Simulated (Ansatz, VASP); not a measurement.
TiB2 in VASP and in Ansatz

```
CELL_PARAMETERS angstrom
3.02920 0.00000 0.00000
-1.51460 2.62336 0.00000
0.00000 0.00000 3.22840
ATOMIC_POSITIONS crystal
Ti 0.00000 0.00000 0.00000
B 0.66667 0.33333 0.50000
B 0.33333 0.66667 0.50000
```

Alike in both runs: task relaxation of cell and atoms; functional revPBE; dispersion D4; k mesh 10 × 10 × 8; occupations fermi-dirac, width 0.05 eV; no spin polarisation.

|  | VASP | Ansatz |
| --- | --- | --- |
| version | VASP 6.6.1 | Ansatz 0.2.0 |
| potentials or method | VASP PAW PBE potentials, release 64 (Ti_sv, B) | Ansatz PAW |
| plane-wave cutoff (eV) | 600 | 420 |
| valence electrons in the cell | 18 | 18 |

```tsv
	VASP	Ansatz	Ansatz less VASP
relaxed volume (Å³/atom)	8.15	8.15	-0.003
relaxed length of the cell vector where the two differ most in proportion (Å)	3.000	2.999	-0.0009
```

VASP's potentials were made for PBE, not for revPBE.

Noted on Ansatz's run: the plane-wave basis is chosen anew once the cell has moved, so the energies of steps on either side of that aren't comparable.
